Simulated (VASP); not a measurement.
**InSb: single point with LDA**

The system is InSb.

```
In Sb
1.0
     0.00000    3.22827    3.22827
     3.22827    0.00000    3.22827
     3.22827    3.22827    0.00000
In Sb
1 1
Direct
  0.00000 0.00000 0.00000
  0.75000 0.75000 0.75000
```

This cell differs from its parent crystal: volume scaled by 0.99.

| Property | Result |
| --- | --- |
| Program | VASP 6.6.1 |
| Task | single point |
| Functional | LDA |
| Potentials or basis | VASP PAW LDA potentials, release 64 (In_d, Sb) |
| Cutoff | 520 eV |
| k mesh | 10 × 10 × 10 |
| Occupations | fermi-dirac, width 0.03 eV |
| Spin | no spin polarisation |

| Property | Result |
| --- | --- |
| Pressure | -0.1 GPa |
| Band gap on the k mesh | zero (filled and empty bands touch) |

Levels at points of the mesh, in eV from the Fermi level:
```csv
k point,band 5,band 6,band 7,band 8,band 9,band 10,band 11,band 12,band 13,band 14
"(0.00, 0.00, 0.00)",-14.52,-10.86,-0.33,-0.02,-0.02,-0.02,2.88,2.88,2.88,5.52
"(0.50, 0.00, 0.00)",-14.51,-9.47,-5.75,-1.05,-1.05,0.41,3.74,3.74,5.91,8.15
"(0.50, 0.50, 0.00)",-14.51,-8.84,-6.05,-2.34,-2.34,1.21,1.22,8.08,8.08,8.69
```

It took 62 s on 1 thread of Intel(R) Xeon(R) Platinum 8259CL CPU @ 2.50GHz (Skylake/Cascade Lake) (shared host), peak memory 0.2 GiB.

Caveat: spin-orbit coupling is left out, which moves the levels of the heavy elements.
